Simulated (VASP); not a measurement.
# Tl (Im-3m) in VASP: notebook

Runs on Tl. Level: LDA. Tasks: single point.

All numbers are computed with VASP 6.6.1; they aren't measurements. Logs are shortened: lines on timing, memory, paths and dates and some standing lists are left out, and cuts for length are marked.

## Step 1: The cell of the first run

The structure is cubic, space group Im-3m (No. 229). The conventional cell has a = 3.803 Å, b = 3.803 Å, c = 3.803 Å, α = 90.00°, β = 90.00°, γ = 90.00°. Within 4.3 Å of Tl (site symmetry m-3m) lie 14 Tl at 3.29 to 3.80 Å.

This isn't the form of Tl at room conditions, which is hcp.

## Step 2: Single point, LDA (27.50 Å³/atom)

INCAR reads:

```
SYSTEM = Tl
PREC = Accurate
ENCUT = 520
EDIFF = 1E-6
ISMEAR = -1
SIGMA = 0.05
LREAL = .FALSE.
LASPH = .TRUE.
NELM = 80
ALGO = Normal
ISIF = 2
LWAVE = .FALSE.
LCHARG = .TRUE.
LELF = .TRUE.
LVHAR = .TRUE.
NBANDS = 12
```

KPOINTS reads:

```
regular mesh
0
G
  13 13 13
  0 0 0
```

POSCAR reads:

```
Tl
1.0
   -1.9013766370      1.9013766370      1.9013766370
    1.9013766370     -1.9013766370      1.9013766370
    1.9013766370      1.9013766370     -1.9013766370
Tl
1
Direct
    0.0000000000      0.0000000000      0.0000000000
```

Potentials or basis: VASP PAW LDA potentials, release 64 (Tl_d).

On the command line:

```console
$ cat potpaw_LDA.64/Tl_d/POTCAR > POTCAR
$ mpirun -np 1 vasp_std > vasp.out
```

OUTCAR:

```text
SYSTEM = Tl
   PREC = Accurate
   ENCUT = 520
   EDIFF = 1E-6
   ISMEAR = -1
   LREAL = .FALSE.
   LASPH = .TRUE.
   NELM = 80
   ISIF = 2

 ion  position               nearest neighbor table
   1  0.000  0.000  0.000-

  LATTYP: Found a body centered cubic cell.
 ALAT       =     3.8027532740

  Lattice vectors:

 A1 = (  -1.9013766370,   1.9013766370,   1.9013766370)
 A2 = (   1.9013766370,  -1.9013766370,   1.9013766370)
 A3 = (   1.9013766370,   1.9013766370,  -1.9013766370)

Analysis of symmetry for initial positions (statically):
=====================================================================
 Subroutine PRICEL returns:
 Original cell was already a primitive cell.

 Routine SETGRP: Setting up the symmetry group for a
 body centered cubic supercell.

 Subroutine GETGRP returns: Found 48 space group operations
 (whereof 48 operations were pure point group operations)
 out of a pool of 48 trial point group operations.

The static configuration has the point symmetry O_h .

Analysis of symmetry for dynamics (positions and initial velocities):
=====================================================================
 Subroutine PRICEL returns:
 Original cell was already a primitive cell.

 Routine SETGRP: Setting up the symmetry group for a
 body centered cubic supercell.

 Subroutine GETGRP returns: Found 48 space group operations
 (whereof 48 operations were pure point group operations)
 out of a pool of 48 trial point group operations.

The dynamic configuration has the point symmetry O_h .

 Subroutine INISYM returns: Found 48 space group operations
 (whereof 48 operations are pure point group operations),
 and found     1 'primitive' translations

----------------------------------------------------------------------------------------

                                     Primitive cell

  volume of cell :      27.4957

  direct lattice vectors                    reciprocal lattice vectors
    -1.901376637  1.901376637  1.901376637     0.000000000  0.262967363  0.262967363
     1.901376637 -1.901376637  1.901376637     0.262967363  0.000000000  0.262967363
     1.901376637  1.901376637 -1.901376637     0.262967363  0.262967363  0.000000000

  length of vectors
     3.293280940  3.293280940  3.293280940     0.371892011  0.371892011  0.371892011

  position of ions in fractional coordinates (direct lattice)
     0.000000000  0.000000000  0.000000000

  ion indices of the primitive-cell ions
   primitive index   ion index
                 1           1

----------------------------------------------------------------------------------------

 KPOINTS: regular mesh

Automatic generation of k-mesh.
 Grid dimensions read from file:
 generate k-points for:   13   13   13

 Generating k-lattice:

  Cartesian coordinates                     Fractional coordinates (reciprocal lattice)
     0.000000000  0.020228259  0.020228259     0.076923077  0.000000000  0.000000000
     0.020228259  0.000000000  0.020228259     0.000000000  0.076923077  0.000000000
     0.020228259  0.020228259  0.000000000     0.000000000  0.000000000  0.076923077

  Length of vectors
     0.028607078  0.028607078  0.028607078

  Shift w.r.t. Gamma in fractional coordinates (k-lattice)
     0.000000000  0.000000000  0.000000000

 Subroutine IBZKPT returns following result:
 ===========================================

 Found     84 irreducible k-points:

 Following reciprocal coordinates:
            Coordinates               Weight
  0.000000  0.000000  0.000000      1.000000
  0.076923  0.000000  0.000000     12.000000
  0.153846  0.000000  0.000000     12.000000
  0.230769  0.000000  0.000000     12.000000
  0.307692  0.000000  0.000000     12.000000
  0.384615  0.000000  0.000000     12.000000
[... 16 lines left out ...]
  0.153846  0.076923  0.076923     24.000000
  0.230769  0.076923  0.076923     24.000000
 [... further k-points ...]
   k-points           NKPTS =     84   k-points in BZ     NKDIM =     84   number of bands    NBANDS=     12
   number of dos      NEDOS =    301   number of ions     NIONS =      1
   total plane-waves  NPLWV =  13824
   dimension x,y,z NGX =    24 NGY =   24 NGZ =   24
   dimension x,y,z NGXF=    48 NGYF=   48 NGZF=   48
   ions per type =               1
   NGX,Y,Z   is equivalent  to a cutoff of  12.12, 12.12, 12.12 a.u.
   NGXF,Y,Z  is equivalent  to a cutoff of  24.23, 24.23, 24.23 a.u.
 SYSTEM =  Tl
   PREC   = accura    normal or accurate (medium, high low for compatibility)
   ISTART =      0    job   : 0-new  1-cont  2-samecut
   ICHARG =      2    charge: 1-file 2-atom 10-const
   ISPIN  =      1    spin polarized calculation?
   LNONCOLLINEAR =      F non collinear calculations
   LSORBIT =      F    spin-orbit coupling
   LASPH  =      T    aspherical Exc in radial PAW
   ENCUT  =  520.0 eV  38.22 Ry    6.18 a.u.   6.12  6.12  6.12*2*pi/ulx,y,z
   NELM   =     80;   NELMIN=  2; NELMDL= -5     # of ELM steps
   EDIFF  = 0.1E-05   stopping-criterion for ELM
   LREAL  =      F    real-space projection
   EDIFFG = 0.1E-04   stopping-criterion for IOM
   NSW    =      0    number of steps for IOM
   IBRION =     -1    ionic relax: 0-MD 1-quasi-New 2-CG
   NFREE  =      0    steps in history (QN), initial steepest desc. (CG)
   ISIF   =      2    stress and relaxation
   ISYM   =      2    0-nonsym 1-usesym 2-fastsym
   POTIM  = 0.5000    time-step for ionic-motion
   TEBEG  =    0.0;   TEEND  =   0.0 temperature during run
   PSTRESS=    0.0 pullay stress
   NELECT =      13.0000    total number of electrons
   NUPDOWN=      -1.0000    fix difference up-down
   EMIN   =  10.00;   EMAX   =-10.00  energy-range for DOS
   EFERMI =   0.00;   METHOD = LEGACY
   ISMEAR =    -1;   SIGMA  =   0.05  broadening in eV -4-tet -1-fermi 0-gaus
   EFERMI_NEDOS =   21; number of points for ismear=-14 and -15
   IALGO  =     38    algorithm
   IMIX   =      4    mixing-type and parameters
     AMIX     =   0.40;   BMIX     =  1.00
     AMIX_MAG =   1.60;   BMIX_MAG =  1.00
  volume/ion in A,a.u.               =      27.50       185.55
  Fermi-wavevector in a.u.,A,eV,Ry     =   1.275365  2.410090 22.130633  1.626556
  Thomas-Fermi vector in A             =   2.408081
   LORBIT       =      0    0 simple, 1 ext, 2 COOP (PROOUT), +10 PAW based schemes
   GGA     = CA    functional components
   LHFCALC =     F    Hartree Fock is set to
   AEXX    =    0.0000 exact exchange contribution
   IVDW    =     0    specifies the selected vdW correction
   LEPSILON=     F    determine dielectric tensor
   LRPA    =     F    only Hartree local field effects (RPA)
 non-spin polarized calculation
  energy-cutoff  :      520.00
  volume of cell :       27.50
 maximum number of plane-waves:       748
   NGX = 13   NGY = 13   NGZ = 13

 number of electron      13.0000000 magnetization

 Free energy of the ion-electron system (eV)
  ---------------------------------------------------
  ext. energy  EPLUGINS =         0.00000000
  ---------------------------------------------------
  free energy    TOTEN  =        -2.92987439 eV

  energy without entropy =       -2.92485471  energy(sigma->0) =       -2.92736455

 E-fermi :   6.6738     XC(G=0): -10.7022

 val. band max:        6.6497527193   @ k =  -0.3846   0.3846   0.1538
 cond. band min:       6.7072742352   @ k =  -0.3077   0.4615   0.0769
 fundamental gap:      0.0575215159
 Fermi energy:         6.6738421320

 k-point     1 :       0.0000    0.0000    0.0000
  band No.  band energies     occupation
      1      -4.9742      2.00000
      2      -4.9742      2.00000
      3      -4.9742      2.00000
      4      -4.4923      2.00000
      5      -4.4923      2.00000
      6      -3.6243      2.00000
      7      17.9086      0.00000
      8      17.9086      0.00000
      9      17.9086      0.00000
     10      19.1595      0.00000
     11      19.1595      0.00000
     12      19.1595      0.00000

 k-point     2 :       0.0769    0.0000    0.0000
  band No.  band energies     occupation
      1      -4.9864      2.00000
      2      -4.9665      2.00000
      3      -4.9324      2.00000
      4      -4.5057      2.00000
      5      -4.4925      2.00000
      6      -3.4844      2.00000
      7      16.4612      0.00000
      8      17.3875      0.00000
      9      17.5622      0.00000
     10      18.7489      0.00000
     11      19.0794      0.00000
     12      19.1559      0.00000

 k-point     3 :       0.1538    0.0000    0.0000
  band No.  band energies     occupation
      1      -5.0198      2.00000
      2      -4.9606      2.00000
      3      -4.8142      2.00000
      4      -4.5374      2.00000
      5      -4.4925      2.00000
      6      -3.0522      2.00000
      7      13.7833      0.00000
      8      16.2504      0.00000
      9      16.6711      0.00000
     10      18.2273      0.00000
     11      18.8924      0.00000
     12      19.5217      0.00000

 k-point     4 :       0.2308    0.0000    0.0000
  band No.  band energies     occupation
      1      -5.0666      2.00000
      2      -4.9873      2.00000
      3      -4.6417      2.00000
      4      -4.5604      2.00000
      5      -4.4920      2.00000
      6      -2.3163      2.00000
      7      11.0402      0.00000
      8      15.0134      0.00000
      9      15.7025      0.00000
     10      17.7925      0.00000
     11      18.6866      0.00000
     12      20.2743      0.00000

 k-point     5 :       0.3077    0.0000    0.0000
  band No.  band energies     occupation
      1      -5.1157      2.00000
      2      -5.0503      2.00000
      3      -4.5574      2.00000
      4      -4.4909      2.00000
      5      -4.4502      2.00000
      6      -1.2859      2.00000
      7       8.4540      0.00000
      8      13.9289      0.00000
      9      14.8902      0.00000
     10      17.4908      0.00000
     11      18.5143      0.00000
     12      21.3062      0.00000

 k-point     6 :       0.3846    0.0000    0.0000
  band No.  band energies     occupation
      1      -5.1560      2.00000
      2      -5.1190      2.00000
      3      -4.5406      2.00000
      4      -4.4894      2.00000
      5      -4.2843      2.00000
      6       0.0037      2.00000
      7       6.1128      1.99997
      8      13.1334      0.00000
      9      14.3187      0.00000
     10      17.3125      0.00000
     11      18.3957      0.00000
     12      22.4902      0.00000

 k-point     7 :       0.4615    0.0000    0.0000
  band No.  band energies     occupation
      1      -5.1786      2.00000
      2      -5.1616      2.00000
      3      -4.5276      2.00000
      4      -4.4884      2.00000
      5      -4.1875      2.00000
      6       1.3762      2.00000
      7       4.2111      2.00000
      8      12.7130      0.00000
      9      14.0253      0.00000
     10      17.2323      0.00000
     11      18.3360      0.00000
     12      23.2754      0.00000

 k-point     8 :       0.0769    0.0769    0.0000
  band No.  band energies     occupation
      1      -4.9968      2.00000
      2      -4.9685      2.00000
      3      -4.8558      2.00000
      4      -4.5280      2.00000
      5      -4.4941      2.00000
      6      -3.1971      2.00000
      7      14.7679      0.00000
      8      16.0323      0.00000
      9      16.8049      0.00000
     10      18.8488      0.00000
     11      19.0228      0.00000
     12      19.4829      0.00000
[... 166 lines left out ...]
 k-point    20 :       0.3846    0.2308    0.0000
  band No.  band energies     occupation
      1      -5.1390      2.00000
      2      -4.9016      2.00000
      3      -4.6144      2.00000
      4      -4.5114      2.00000
      5      -4.3562      2.00000
      6       2.1845      2.00000
      7       5.0469      2.00000
      8       8.2703      0.00000
      9      13.2665      0.00000
     10      19.3114      0.00000
     11      21.5947      0.00000
     12      21.8196      0.00000

 k-point    21 :       0.3077    0.3077    0.0000
  band No.  band energies     occupation
      1      -5.1323      2.00000
      2      -4.8050      2.00000
      3      -4.6852      2.00000
      4      -4.4842      2.00000
      5      -4.4100      2.00000
      6       2.3009      2.00000
      7       5.8308      2.00000
      8       7.0077      0.00252
      9      13.2063      0.00000
     10      20.2767      0.00000
     11      20.5438      0.00000
     12      21.6892      0.00000

 k-point    22 :       0.0769    0.0769    0.0769
  band No.  band energies     occupation
      1      -5.0051      2.00000
      2      -5.0051      2.00000
      3      -4.7536      2.00000
      4      -4.5167      2.00000
      5      -4.5167      2.00000
      6      -2.7517      2.00000
      7      12.9633      0.00000
      8      14.9887      0.00000
      9      14.9887      0.00000
     10      19.8770      0.00000
     11      19.9139      0.00000
     12      19.9139      0.00000

 k-point    23 :       0.1538    0.0769    0.0769
  band No.  band energies     occupation
      1      -5.0522      2.00000
      2      -5.0016      2.00000
      3      -4.6377      2.00000
      4      -4.5385      2.00000
      5      -4.5048      2.00000
      6      -2.0066      2.00000
      7      10.7875      0.00000
      8      13.3687      0.00000
      9      14.0656      0.00000
     10      20.1254      0.00000
     11      20.1976      0.00000
     12      20.8081      0.00000

 k-point    24 :       0.2308    0.0769    0.0769
  band No.  band energies     occupation
      1      -5.0982      2.00000
      2      -5.0242      2.00000
      3      -4.5507      2.00000
      4      -4.4957      2.00000
      5      -4.4921      2.00000
      6      -0.9838      2.00000
      7       8.4788      0.00000
      8      12.2150      0.00000
      9      13.3325      0.00000
     10      19.8176      0.00000
     11      20.1645      0.00000
     12      21.8409      0.00000

 [... further k-points ...]
[... 5 lines left out ...]
  --------------------------------------------------------------------------------------
  -------------------------------------------------------------------------------------
  Total       -0.0475767     -0.0475767     -0.0475767     -0.0000000     -0.0000000      0.0000000
  in kB       -2.7723004     -2.7723004     -2.7723004     -0.0000000     -0.0000000      0.0000000
  external PRESSURE =      -2.7723004 kB  Pullay stress =       0.0000000 kB

 VOLUME and BASIS-vectors are now :
 -----------------------------------------------------------------------------
  energy-cutoff  :      520.00
  volume of cell :       27.50
      direct lattice vectors                 reciprocal lattice vectors
    -1.901376637  1.901376637  1.901376637     0.000000000  0.262967363  0.262967363
     1.901376637 -1.901376637  1.901376637     0.262967363  0.000000000  0.262967363
     1.901376637  1.901376637 -1.901376637     0.262967363  0.262967363  0.000000000

 POSITION                                       TOTAL-FORCE (eV/Angst)
 -----------------------------------------------------------------------------------
      0.00000      0.00000      0.00000         0.000000     -0.000000      0.000000
 -----------------------------------------------------------------------------------
    total drift:                               -0.000000      0.000000      0.000000

  FREE ENERGIE OF THE ION-ELECTRON SYSTEM (eV)
  ---------------------------------------------------
  free  energy   TOTEN  =        -2.9298743859 eV

  energy  without entropy=       -2.9248547083  energy(sigma->0) =       -2.92736455
```

Wall time 14 s (1 thread of AMD EPYC 7R13 (Zen 3), shared host); peak memory 0.11 GiB.

Results:

```
Free energy            : -2.9299 eV
Pressure               : -0.3 GPa
Band gap on the k mesh : zero (an odd number of electrons rules out a gap without spin polarisation)
```

Caveat: spin-orbit coupling is left out, which moves the levels of the heavy elements.

(Part 1 of 2 ends here.)
